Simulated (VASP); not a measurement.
Input of a VASP 6.6.1 run:

POSCAR

```
CdSe
1.0
    0.0000000000      3.0075950161      3.0075950161
    3.0075950161      0.0000000000      3.0075950161
    3.0075950161      3.0075950161      0.0000000000
Cd Se
1 1
Direct
    0.0000000000      0.0000000000      0.0000000000
    0.2500000000      0.2500000000      0.2500000000
```

Contents of INCAR.step1:

```
SYSTEM = CdSe
PREC = Accurate ; ENCUT = 520
ISMEAR = -1 ; SIGMA = 0.05
LREAL = .False. ; LASPH = .True.
NELM = 80 ; NBANDS = 16
GGA = PE ; ALGO = Normal
EDIFF = 1E-4 ; LWAVE = .True.
LCHARG = .False.
```

The input INCAR.step2:

```
SYSTEM = CdSe
PREC = Accurate ; ENCUT = 520
EDIFF = 1E-6 ; ISMEAR = -1
SIGMA = 0.05 ; LREAL = .False.
LASPH = .True. ; NELM = 80
ALGO = Normal ; ISIF = 2
LWAVE = .False. ; LCHARG = .False.
METAGGA = R2SCAN ; LMIXTAU = .True.
IVDW = 12 ; VDW_S6 = 1.0
VDW_S8 = 0.78981345 ; VDW_A1 = 0.49484001
VDW_A2 = 5.73083694 ; NBANDS = 16
ISTART = 1
```

Contents of KPOINTS:

```
regular mesh
0
Gamma
  8 8 8
  0 0 0
```

Potentials or basis: VASP PAW PBE potentials, release 64 (Cd, Se).

The run is started by

```bash
$ cat potpaw_PBE.64/Cd/POTCAR potpaw_PBE.64/Se/POTCAR > POTCAR
$ cp INCAR.step1 INCAR
$ mpirun -np 1 vasp_std > vasp.out
$ cp INCAR.step2 INCAR
$ mpirun -np 1 vasp_std > vasp.out
```

Question: Predict the pressure.

Answer: 2.8 GPa.

Question: What does it give for the band gap on the k mesh?

Answer: 1.16 eV, direct.

Question: Estimate the dispersion energy per atom.

Answer: -0.159 eV.

Caveat: the PAW data sets were made with another functional, which shifts forces and pressure a little. r2SCAN opens gaps a little over a GGA but as a rule still falls short of measured ones.
